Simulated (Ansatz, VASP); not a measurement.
BaTe in VASP and in Ansatz

File INCAR:

```
PREC = Accurate
ENCUT = 520
EDIFF = 1E-6
ISMEAR = 0
SIGMA = 0.01
LREAL = False
LASPH = True
NELM = 60
ALGO = Normal
ISIF = 2
LWAVE = False
LCHARG = False
NBANDS = 15
```

KPOINTS

```
Automatic mesh
0
Gamma
  6 6 6
```

Contents of POSCAR:

```
BaTe
1.0
    0.0000000000      3.4331448634      3.4331448634
    3.4331448634      0.0000000000      3.4331448634
    3.4331448634      3.4331448634      0.0000000000
Ba Te
1 1
Direct
    0.0014563906      0.0014563906      0.0014563906
    0.5000000000      0.5000000000      0.5000000000
```

Input for Ansatz:

```yaml
crystal:
  lattice:
    - [0.0, 3.43314486344, 3.43314486344]
    - [3.43314486344, 0.0, 3.43314486344]
    - [3.43314486344, 3.43314486344, 0.0]
  atoms:
    - { symbol: Ba, position: [0.001456390627, 0.001456390627, 0.001456390627] }
    - { symbol: Te, position: [0.5, 0.5, 0.5] }
kpoints:
  mp_grid: { grid: [6, 6, 6] }
scf:
  occupations: { method: fixed }
  convergence: { dr2_threshold: 1.0e-10 }
hamiltonian:
  xc: lda
  pseudopotentials: { kind: all_electron, lapw: { basis_error: 0.0005 } }
output:
  forces: true
  stress: true
  eigenstates:
    kpoints:
      - [0.0, 0.0, 0.0]
      - [0.0, -0.5, -0.5]
      - [-0.5, 0.0, -0.5]
      - [-0.5, -0.5, 0.0]
      - [-0.5, 0.0, 0.0]
      - [0.0, -0.5, 0.0]
      - [0.0, 0.0, -0.5]
      - [-0.5, -0.5, -0.5]
  eigenvalues: true
```

Change from the starting cell: atom 1 moved by [0.01, 0.01, 0.01] A.

Alike in both runs: task single point; functional LDA; k mesh 6 × 6 × 6; no spin polarisation.

|  | VASP | Ansatz |
| --- | --- | --- |
| version | VASP 6.6.1 | Ansatz 0.2.0 |
| potentials or method | VASP PAW LDA potentials, release 64 (Ba_sv, Te), cutoff 520 eV | all-electron LAPW, scalar-relativistic |
| occupations | gaussian, width 0.01 eV | fixed |

```tsv
	VASP	Ansatz	Ansatz less VASP
gap on the k mesh at the Fermi level (eV)	1.26	1.36	+0.103
pressure (GPa)	0.5	0.0	-0.45
rms of the force components (eV/Å)	0.025	0.024	-0.0014
```

LDA's correlation is that of Perdew and Zunger in VASP and of Perdew and Wang (1992) in Ansatz. Atom by atom the forces differ by 0.001 eV/Å (rms over components). Ansatz ran all-electron here, and VASP with PAW potentials.

Neither program's run includes spin-orbit coupling.
